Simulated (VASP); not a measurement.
KBr: single point with r2SCAN

KBr:

```xyz
4
Lattice="5.3382 0.0000 0.0000 -2.6691 4.6230 0.0000 0.0000 0.0000 6.6258" Properties=species:S:1:pos:R:3 pbc="T T T"
K     0.0000    3.0820   -0.4141
K     2.6691    1.5410    2.8988
Br    0.0000    3.0820    2.8988
Br    2.6691    1.5410    6.2117
```

This cell differs from its parent crystal: epitaxial xy strain -5.0%.

```json
{"Program": "VASP 6.6.1", "Task": "single point", "Functional": "r2SCAN", "Potentials or basis": "VASP PAW PBE potentials, release 64 (K_sv, Br)", "Cutoff": "520 eV", "k mesh": "6 × 6 × 4", "Occupations": "gaussian, width 0.01 eV", "Spin": "no spin polarisation"}
```

| Item | Value |
| --- | --- |
| Pressure | 1.4 GPa |
| Band gap on the k mesh | 4.89 eV |

Stress tensor (GPa, compression positive):
```
2.12 0.00 0.00
0.00 2.12 0.00
0.00 0.00 0.03
```

Levels at points of the mesh, in eV from the valence-band top:
| k point | band 14 | band 15 | band 16 | band 17 | band 18 | band 19 |
| --- | --- | --- | --- | --- | --- | --- |
| (0.00, 0.00, 0.00) | -0.36 | -0.36 | 0.00 | 4.89 | 7.96 | 8.23 |
| (0.50, 0.00, 0.00) | -0.51 | -0.30 | -0.17 | 6.56 | 7.16 | 7.47 |
| (0.00, 0.00, 0.50) | -0.45 | -0.45 | -0.45 | 6.20 | 6.20 | 9.39 |
| (0.50, 0.00, 0.50) | -0.36 | -0.32 | -0.32 | 6.80 | 6.80 | 8.92 |

Wall time 2.5 min on 1 thread of Intel(R) Xeon(R) 6975P-C (Granite Rapids) (shared host), peak memory 0.33 GiB.

Caveat: the cell differs from its parent crystal (epitaxial xy strain -5.0%); the structure was generated, so it needn't be the stable form of KBr; the PAW data sets were made with another functional, which shifts forces and pressure a little. A k mesh can miss the band edges.
